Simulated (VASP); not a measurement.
Runs of VASP 6.6.1 on RbBr. The structure is that of space group Pm-3m (No. 221), or close to it. The cells are those of the table. 

```csv
level,cell,k mesh,cutoff (eV),smearing,grid for exact exchange (PRECFOCK),share of exact exchange,screening parameter,gap on the mesh (eV),pressure (GPa)
HSE06,"a = 3.998, b = 3.998, c = 4.128 Å, 2 atoms",4 × 4 × 4,400,gaussian 0.01 eV,Normal,0.25,0.2079 1/Å,5.44,1.7
HSE06,"a = 4.128, b = 4.128, c = 4.093 Å, 2 atoms",4 × 4 × 4,400,gaussian 0.01 eV,Normal,0.25,0.2079 1/Å,5.26,0.6
PBE,"a = 4.128, b = 4.128, c = 4.093 Å, 2 atoms",6 × 6 × 6,500,fermi-dirac 0.02 eV,-,-,-,4.08,(c)
r2SCAN,"a = 3.998, b = 3.998, c = 4.128 Å, 2 atoms",6 × 6 × 6,550,gaussian 0.01 eV,-,-,-,5.01,(d)
PBE,"a = 3.998, b = 3.998, c = 4.128 Å, 2 atoms",6 × 6 × 6,500,fermi-dirac 0.02 eV,-,-,-,(a),2.1
r2SCAN,"a = 4.128, b = 4.128, c = 4.093 Å, 2 atoms",6 × 6 × 6,550,gaussian 0.01 eV,-,-,-,4.83,(b)
```

Alike in all rows: task single point; potentials or basis VASP PAW PBE potentials, release 64 (Rb_sv, Br); no spin polarisation.

**Question.** Estimate the missing entries.

**Answer.** (a) 4.24; (b) 0.2; (c) 1.0; (d) 1.3.

Caveats: the PAW data sets were made with another functional, which shifts forces and pressure a little (at least some runs).

A k mesh can miss the band edges, and the runs leave out spin-orbit coupling on Br, Rb.
